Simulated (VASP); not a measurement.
# W17Se35Br (a cell with a defect) in VASP: a series of runs

The runs below take W17Se35Br (a cell with a defect) through single point, with PBE.

All numbers are computed with VASP 6.6.1; they aren't measurements. Logs are shortened: lines on timing, memory, paths and dates and some standing lists are left out, and cuts for length are marked.

**1. The cell of the first run**

The cell holds a defect, 53 atoms: a = 9.750 Å, b = 9.750 Å, c = 12.826 Å, α = 90.00°, β = 90.00°, γ = 120.00°.

**2. Single point, PBE**

INCAR reads:

```
SYSTEM = W17Se35Br
ALGO     = Normal         ! electronic algorithm
EDIFF    = 1E-6           ! SCF threshold, eV
ENCUT    = 400            ! plane-wave cutoff, eV
GGA      = PE             ! functional
GGA_COMPAT= .FALSE.      
ISIF     = 2              ! what is computed and relaxed
ISMEAR   = -1             ! smearing method
LASPH    = .TRUE.         ! aspherical terms in the spheres
LCHARG   = .FALSE.        ! write CHGCAR
LREAL    = Auto         
LWAVE    = .FALSE.        ! write WAVECAR
NBANDS   = 260            ! bands
NELECT   = 458.0        
NELM     = 120            ! most SCF steps
PREC     = Accurate       ! precision mode
SIGMA    = 0.01           ! smearing width, eV
```

KPOINTS reads:

```
k-points
0
G
  1 1 1
  0 0 0
```

POSCAR reads:

```
W17Se35Br
1.0
    9.7497821442      0.0000000848      0.0000000000
   -4.8748911455      8.4435589758      0.0000000000
    0.0000000000      0.0000000000     12.8261208339
W Se Br
17 35 1
Direct
    0.2212469860      0.1107370809      0.7504293758
    0.1063156427      0.2123436925      0.2493992763
    0.2207840788      0.4443976487      0.7503795091
    0.1058360185      0.5528401308      0.2471369884
    0.2214072292      0.7777583064      0.7501088416
    0.1103747107      0.8869775675      0.2491149562
    0.5528536712      0.1105503922      0.7497636236
    0.4406984187      0.2164433981      0.2538532640
    0.5546266729      0.4443698868      0.7498939144
    0.5548208930      0.7786371862      0.7503998356
    0.4436849444      0.8889024472      0.2455734946
    0.8885721557      0.1112896221      0.7506672495
    0.7874991533      0.2278634525      0.2492206442
    0.8886091295      0.4458967563      0.7501920363
    0.7776081022      0.5428571487      0.2510702082
    0.8874643091      0.7775835299      0.7503112672
    0.7797776123      0.9036086276      0.2475370553
    0.1114122291      0.2226638834      0.8839707992
    0.2177835940      0.1045266329      0.3845110531
    0.1108068807      0.2215340890      0.6174443109
    0.2227491059      0.1105770685      0.1169624814
    0.1107059901      0.5550513809      0.8840077648
    0.1108353495      0.5555083791      0.6171225998
    0.2310577161      0.4470293534      0.1220868629
    0.1097665761      0.8879492197      0.8836471955
    0.2227284428      0.7752723510      0.3800910727
    0.1102362920      0.8879704162      0.6170309407
    0.2200669889      0.7755500645      0.1155226844
    0.4441698266      0.2225429846      0.8836195058
    0.5576934410      0.1074290873      0.3810010128
    0.4440210156      0.2225385181      0.6161015015
    0.5582101515      0.1177354236      0.1180527744
    0.4439141458      0.5552342517      0.8833514269
    0.5581104930      0.4354911082      0.3889347628
    0.4441686496      0.5556293694      0.6173174424
    0.5432626067      0.4560092801      0.1381770394
    0.4440478511      0.8888139147      0.8837526144
    0.5543643017      0.7689684494      0.3688385365
    0.4441463462      0.8881205779      0.6164654287
    0.5613035558      0.7901761258      0.1119735338
    0.7762329367      0.2219902801      0.8828608650
    0.8895352673      0.1136611079      0.3853693911
    0.7773317656      0.2221407035      0.6175591476
    0.8956448161      0.1193067995      0.1120502011
    0.7762635884      0.5546746823      0.8838390815
    0.8923528914      0.4439584874      0.3862798548
    0.7765645619      0.5549962034      0.6164812848
    0.8910435040      0.4452665320      0.1123801866
    0.7768065828      0.8882277092      0.8836982363
    0.8796569748      0.7736015880      0.3765713182
    0.7769877447      0.8887832220      0.6169227845
    0.8803946259      0.7735605951      0.1202852776
    0.2279198029      0.4434612221      0.3814846545
```

Potentials or basis: VASP PAW PBE potentials, release 64 (W_sv, Se, Br).

Started as:

```
> cat potpaw_PBE.64/W_sv/POTCAR potpaw_PBE.64/Se/POTCAR potpaw_PBE.64/Br/POTCAR > POTCAR
> mpirun -np 1 vasp_gam > vasp.out
```

OUTCAR:

```text
SYSTEM = W17Se35Br
   EDIFF = 1E-6
   ENCUT = 400
   GGA = PE
   ISIF = 2
   ISMEAR = -1
   LASPH = .TRUE.
   LREAL = Auto
   NELECT = 458.0
   NELM = 120
   PREC = Accurate

 ion  position               nearest neighbor table
   1  0.221  0.111  0.750-  20 2.53  18 2.54  25 2.54  29 2.54  27 2.54  31 2.55   7 3.23  12 3.25
                             5 3.25  16 3.25   9 3.25   3 3.26
   2  0.106  0.212  0.249-  44 2.51  21 2.51  42 2.53  19 2.54  24 2.57  53 2.58  17 3.10  13 3.19
                             6 3.19   8 3.24   4 3.32
   3  0.221  0.444  0.750-  23 2.53  22 2.53  18 2.54  20 2.54  33 2.54  35 2.54  12 3.24  14 3.25
                             5 3.25   9 3.26   1 3.26  10 3.26
   4  0.106  0.553  0.247-  48 2.51  28 2.53  24 2.53  46 2.54  26 2.54  53 2.61  13 3.14  15 3.15
                             6 3.24  11 3.29   2 3.32
   5  0.221  0.778  0.750-  27 2.53  23 2.54  25 2.54  37 2.54  39 2.54  22 2.55   7 3.24  14 3.24
                            10 3.25   3 3.25   1 3.25  16 3.26
   6  0.110  0.887  0.249-  19 2.53  26 2.53  28 2.53  21 2.54  50 2.54  52 2.55   2 3.19   8 3.22
                             4 3.24  11 3.24  15 3.30  17 3.31
   7  0.553  0.111  0.750-  31 2.53  29 2.53  39 2.54  37 2.54  43 2.54  41 2.54   1 3.23   5 3.24
                            10 3.25   9 3.25  12 3.27  14 3.27
   8  0.441  0.216  0.254-  30 2.51  36 2.51  19 2.52  32 2.52  34 2.54  21 2.54  11 3.21   6 3.22
                            15 3.24   2 3.24  13 3.33
   9  0.555  0.444  0.750-  35 2.53  33 2.54  47 2.54  29 2.54  31 2.54  45 2.54   7 3.25  16 3.25
[... 39 lines left out ...]
  40  0.561  0.790  0.112-  11 2.51  17 2.54
  41  0.776  0.222  0.883-  12 2.53  14 2.54   7 2.54
  42  0.890  0.114  0.385-  17 2.50  13 2.53   2 2.53
  43  0.777  0.222  0.618-  12 2.54  14 2.54   7 2.54
  44  0.896  0.119  0.112-   2 2.51  17 2.52  13 2.54
  45  0.776  0.555  0.884-  14 2.53   9 2.54  16 2.54
  46  0.892  0.444  0.386-  15 2.50  13 2.53   4 2.54
  47  0.777  0.555  0.616-  14 2.54   9 2.54  16 2.55
  48  0.891  0.445  0.112-   4 2.51  15 2.52  13 2.54
  49  0.777  0.888  0.884-  16 2.53  10 2.54  12 2.54
  50  0.880  0.774  0.377-  15 2.53   6 2.54  17 2.56
  51  0.777  0.889  0.617-  16 2.54  10 2.54  12 2.54
  52  0.880  0.774  0.120-  17 2.55   6 2.55  15 2.57
  53  0.228  0.443  0.381-   2 2.58   4 2.61

  LATTYP: Found a hexagonal cell.
 ALAT       =     9.7497821442
 C/A-ratio  =     1.3155289671

  Lattice vectors:

 A1 = (   9.7497821442,   0.0000000848,   0.0000000000)
 A2 = (  -4.8748911455,   8.4435589758,   0.0000000000)
 A3 = (   0.0000000000,   0.0000000000,  12.8261208339)

Analysis of symmetry for initial positions (statically):
=====================================================================
 Subroutine PRICEL returns:
 Original cell was already a primitive cell.

 Routine SETGRP: Setting up the symmetry group for a
 hexagonal supercell.

 Subroutine GETGRP returns: Found  1 space group operations
 (whereof  1 operations were pure point group operations)
 out of a pool of 24 trial point group operations.

The static configuration has the point symmetry C_1 .

Analysis of symmetry for dynamics (positions and initial velocities):
=====================================================================
 Subroutine PRICEL returns:
 Original cell was already a primitive cell.

 Routine SETGRP: Setting up the symmetry group for a
 hexagonal supercell.

 Subroutine GETGRP returns: Found  1 space group operations
 (whereof  1 operations were pure point group operations)
 out of a pool of 24 trial point group operations.

The dynamic configuration has the point symmetry C_1 .

 Subroutine INISYM returns: Found  1 space group operations
 (whereof  1 operations are pure point group operations),
 and found     1 'primitive' translations

----------------------------------------------------------------------------------------

                                     Primitive cell

  volume of cell :    1055.8830

[... 118 lines left out ...]

----------------------------------------------------------------------------------------

 KPOINTS: k-points

Automatic generation of k-mesh.
 Grid dimensions read from file:
 generate k-points for:    1    1    1

 Generating k-lattice:

  Cartesian coordinates                     Fractional coordinates (reciprocal lattice)
     0.102566394  0.059216736  0.000000000     1.000000000  0.000000000  0.000000000
    -0.000000001  0.118433471  0.000000000     0.000000000  1.000000000  0.000000000
     0.000000000  0.000000000  0.077965896     0.000000000  0.000000000  1.000000000

  Length of vectors
     0.118433471  0.118433471  0.077965896

  Shift w.r.t. Gamma in fractional coordinates (k-lattice)
     0.000000000  0.000000000  0.000000000

 Subroutine IBZKPT returns following result:
 ===========================================

 Found      1 irreducible k-points:

 Following reciprocal coordinates:
            Coordinates               Weight
  0.000000  0.000000  0.000000      1.000000
   k-points           NKPTS =      1   k-points in BZ     NKDIM =      1   number of bands    NBANDS=    260
   number of dos      NEDOS =    301   number of ions     NIONS =     53
   total plane-waves  NPLWV = 344064
   dimension x,y,z NGX =    64 NGY =   64 NGZ =   84
   dimension x,y,z NGXF=   128 NGYF=  128 NGZF=  168
   ions per type =              17  35   1
   NGX,Y,Z   is equivalent  to a cutoff of  10.91, 10.91, 10.89 a.u.
   NGXF,Y,Z  is equivalent  to a cutoff of  21.83, 21.83, 21.78 a.u.
 SYSTEM =  W17Se35Br
   PREC   = accura    normal or accurate (medium, high low for compatibility)
   ISTART =      0    job   : 0-new  1-cont  2-samecut
   ICHARG =      2    charge: 1-file 2-atom 10-const
   ISPIN  =      1    spin polarized calculation?
   LNONCOLLINEAR =      F non collinear calculations
   LSORBIT =      F    spin-orbit coupling
   LASPH  =      T    aspherical Exc in radial PAW
   ENCUT  =  400.0 eV  29.40 Ry    5.42 a.u.  15.90 15.90 20.92*2*pi/ulx,y,z
   NELM   =    120;   NELMIN=  2; NELMDL= -5     # of ELM steps
   EDIFF  = 0.1E-05   stopping-criterion for ELM
   LREAL  =      T    real-space projection
   EDIFFG = 0.1E-04   stopping-criterion for IOM
   NSW    =      0    number of steps for IOM
   IBRION =     -1    ionic relax: 0-MD 1-quasi-New 2-CG
   NFREE  =      0    steps in history (QN), initial steepest desc. (CG)
   ISIF   =      2    stress and relaxation
   ISYM   =      2    0-nonsym 1-usesym 2-fastsym
   POTIM  = 0.5000    time-step for ionic-motion
   TEBEG  =    0.0;   TEEND  =   0.0 temperature during run
   PSTRESS=    0.0 pullay stress
   NELECT =     458.0000    total number of electrons
   NUPDOWN=      -1.0000    fix difference up-down
   EMIN   =  10.00;   EMAX   =-10.00  energy-range for DOS
   EFERMI =   0.00;   METHOD = LEGACY
   ISMEAR =    -1;   SIGMA  =   0.01  broadening in eV -4-tet -1-fermi 0-gaus
   EFERMI_NEDOS =   21; number of points for ismear=-14 and -15
   IALGO  =     38    algorithm
   IMIX   =      4    mixing-type and parameters
     AMIX     =   0.40;   BMIX     =  1.00
     AMIX_MAG =   1.60;   BMIX_MAG =  1.00
  volume/ion in A,a.u.               =      19.92       134.44
  Fermi-wavevector in a.u.,A,eV,Ry     =   1.239248  2.341838 20.894936  1.535734
  Thomas-Fermi vector in A             =   2.373739
   LORBIT       =      0    0 simple, 1 ext, 2 COOP (PROOUT), +10 PAW based schemes
   GGA     = PE    functional components
   LHFCALC =     F    Hartree Fock is set to
   AEXX    =    0.0000 exact exchange contribution
   IVDW    =     0    specifies the selected vdW correction
   LEPSILON=     F    determine dielectric tensor
   LRPA    =     F    only Hartree local field effects (RPA)
 non-spin polarized calculation
  energy-cutoff  :      400.00
  volume of cell :     1055.88
 maximum number of plane-waves:      9567
 NGX is ok and might be reduce to    64
   NGX = 31   NGY = 31   NGZ = 41

 number of electron     458.0000024 magnetization

 Free energy of the ion-electron system (eV)
  ---------------------------------------------------
  ext. energy  EPLUGINS =         0.00000000
  ---------------------------------------------------
  free energy    TOTEN  =      -345.25007655 eV

  energy without entropy =     -345.24995774  energy(sigma->0) =     -345.25001714

 E-fermi :   7.2634     XC(G=0): -10.9084

 val. band max:        7.1832423300   @ k =   0.0000   0.0000   0.0000
 cond. band min:       7.3436103430   @ k =   0.0000   0.0000   0.0000
 fundamental gap:      0.1603680130
 Fermi energy:         7.2634277851

 k-point     1 :       0.0000    0.0000    0.0000
  band No.  band energies     occupation
      1     -68.0930      2.00000
      2     -68.0896      2.00000
      3     -68.0821      2.00000
      4     -68.0806      2.00000
      5     -68.0779      2.00000
      6     -68.0726      2.00000
[... 233 lines left out ...]
    240       8.0586      0.00000
    241       8.1681      0.00000
 [bands above 241 left out]

------------------------ aborting loop because EDIFF is reached ----------------------------------------

  FORCE on cell =-STRESS in cart. coord.  units (eV):
  Direction    XX          YY          ZZ          XY          YZ          ZX
  --------------------------------------------------------------------------------------
  -------------------------------------------------------------------------------------
  Total       76.7936159     81.8127984     50.5850195     -2.9690167     -0.0004229     -0.2620379
  in kB      116.5252163    124.1412312     76.7567755     -4.5051311     -0.0006417     -0.3976114
  external PRESSURE =     105.8077410 kB  Pullay stress =       0.0000000 kB

 VOLUME and BASIS-vectors are now :
 -----------------------------------------------------------------------------
  energy-cutoff  :      400.00
  volume of cell :     1055.88
      direct lattice vectors                 reciprocal lattice vectors
     9.749782144  0.000000085  0.000000000     0.102566394  0.059216736  0.000000000
    -4.874891146  8.443558976  0.000000000    -0.000000001  0.118433471  0.000000000
     0.000000000  0.000000000 12.826120834     0.000000000  0.000000000  0.077965896

 POSITION                                       TOTAL-FORCE (eV/Angst)
 -----------------------------------------------------------------------------------
      1.61728      0.93502      9.62510         0.054499     -0.030868     -0.030963
      0.00140      1.79294      3.19883        -0.227811     -0.033798     -0.031761
     -0.01379      3.75230      9.62446         0.199607     -0.029468      0.022910
     -1.66316      4.66794      3.16981        -0.617736      0.366037      0.065252
     -1.63281      6.56705      9.62099         0.070626     -0.131878      0.021996
     -3.24779      7.48925      3.19518        -0.146543     -0.174047      0.085833
[... 45 lines left out ...]
      4.81263      6.53160      1.54279        -0.032477     -0.268347      0.393015
      0.06034      3.74439      4.89297         0.047727      0.114382     -0.283939
 -----------------------------------------------------------------------------------
    total drift:                                0.026649      0.002168     -0.008960

  FREE ENERGIE OF THE ION-ELECTRON SYSTEM (eV)
  ---------------------------------------------------
  free  energy   TOTEN  =      -345.2500765461 eV

  energy  without entropy=     -345.2499577432  energy(sigma->0) =     -345.25001714
```

It took 12 min on 1 thread of Intel Xeon 8259CL, shared host; peak memory 0.71 GiB.

Results:

```yaml
Free_energy: -345.2501 eV
Largest_force: 0.790 eV/Å
```

Forces in eV/Å, atoms in the order of the input:
```
W    0.054 -0.031 -0.031
W   -0.228 -0.034 -0.032
W    0.200 -0.029  0.023
W   -0.618  0.366  0.065
W    0.071 -0.132  0.022
W   -0.147 -0.174  0.086
W    0.280  0.028  0.016
W   -0.334 -0.221  0.200
W    0.111 -0.123 -0.028
W    0.091 -0.101  0.014
W   -0.611  0.476 -0.153
W    0.141 -0.104 -0.016
W   -0.303 -0.147  0.111
W    0.095 -0.093  0.051
W    0.482 -0.149 -0.217
W    0.158 -0.075 -0.027
W    0.150  0.413 -0.016
Se  -0.062 -0.048 -0.488
Se   0.139 -0.018 -0.629
Se  -0.080  0.026  0.434
Se   0.174 -0.032  0.678
Se  -0.054  0.053 -0.436
Se  -0.083  0.038  0.422
Se   0.368  0.122  0.492
Se  -0.058  0.041 -0.398
Se   0.108  0.023 -0.694
Se  -0.097  0.038  0.353
Se   0.126  0.018  0.464
Se  -0.084  0.028 -0.449
Se   0.253 -0.104 -0.281
Se  -0.103 -0.017  0.461
Se   0.084  0.022  0.391
Se  -0.049  0.036 -0.428
Se   0.072  0.011 -0.059
Se  -0.092  0.063  0.422
Se   0.264  0.082 -0.281
Se  -0.070  0.014 -0.432
Se   0.119 -0.081  0.195
Se  -0.084  0.023  0.411
Se   0.049 -0.114 -0.198
Se  -0.026  0.042 -0.490
Se   0.092 -0.139 -0.399
Se  -0.059  0.027  0.461
Se  -0.028 -0.212  0.479
Se  -0.052  0.066 -0.404
Se  -0.101 -0.003 -0.396
Se  -0.026  0.081  0.421
Se  -0.065  0.003  0.433
Se  -0.030  0.083 -0.405
Se  -0.118  0.080 -0.226
Se  -0.038  0.034  0.401
Se  -0.032 -0.268  0.393
Br   0.048  0.114 -0.284
```

Caveat: the k points lie up to 0.74 Å⁻¹ apart; the cell carries a net charge on a neutralising background, which shifts energy and pressure; the cell is charged against a uniform background, so pressure and absolute levels hang on convention; spin-orbit coupling is left out, which moves the levels of the heavy elements.

[end of part 1 of 2]
